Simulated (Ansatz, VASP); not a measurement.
Al2Au: VASP beside Ansatz

The input INCAR:

```
ALGO = Normal
EDIFF = 1E-6
EDIFFG = -0.005
ENCUT = 600
GGA = PE
IBRION = 2
ISIF = 3
ISMEAR = 0
LASPH = True
LCHARG = False
LREAL = False
LWAVE = False
NELM = 60
NSW = 100
PREC = Accurate
SIGMA = 0.1
```

KPOINTS

```
k-points
0
Gamma
  12 12 12
```

File POSCAR:

```
Al2Au
1.0
    0.0000000000      3.0000000000      3.0000000000
    3.0000000000      0.0000000000      3.0000000000
    3.0000000000      3.0000000000      0.0000000000
Al Au
2 1
Direct
    0.2500000000      0.2500000000      0.2500000000
    0.7500000000      0.7500000000      0.7500000000
    0.0000000000      0.0000000000      0.0000000000
```

Input for Ansatz:

```yaml
crystal:
  lattice:
    - [0.0, 3.0, 3.0]
    - [3.0, 0.0, 3.0]
    - [3.0, 3.0, 0.0]
  atoms:
    - { symbol: Al, position: [0.25, 0.25, 0.25] }
    - { symbol: Al, position: [0.75, 0.75, 0.75] }
    - { symbol: Au, position: [0.0, 0.0, 0.0] }
basis:
  ecutwfc: 420
kpoints:
  mp_grid: { grid: [12, 12, 12] }
hamiltonian:
  xc: pbe
scf:
  occupations: { method: gaussian, width: 0.1 }
output:
  forces: true
  stress: true
  eigenvalues: true
relax:
  adjacent_minimum: "off"
  f_tol: 0.005
  max_steps: 80
  cell: { stress_tol: 0.05 }
```

Alike in both runs: task relaxation of cell and atoms; functional PBE; k mesh 12 × 12 × 12; occupations gaussian, width 0.1 eV; no spin polarisation.

|  | VASP | Ansatz |
| --- | --- | --- |
| version | VASP 6.6.1 | Ansatz 0.2.0 |
| potentials or method | VASP PAW PBE potentials, release 64 (Al, Au), cutoff 600 eV | scalar-relativistic, plane waves, PAW |
| valence electrons in the cell | 17 | 25 |

|  | VASP | Ansatz | Ansatz less VASP |
| --- | --- | --- | --- |
| gap on the k mesh at the Fermi level, each at its own relaxed structure (eV) | none | none | - |
| relaxed volume (Å³/atom) | 18.52 | 18.55 | +0.034 |
| relaxed length of the cell vector where the two differ most in proportion (Å) | 4.283 | 4.286 | +0.0026 |

A gap of «none» marks a metal or a gap that the smearing closes. VASP's potentials hold 17 valence electrons a cell and Ansatz's 25, so a difference there can come from the potentials and not from the codes.

Neither program's run includes spin-orbit coupling.
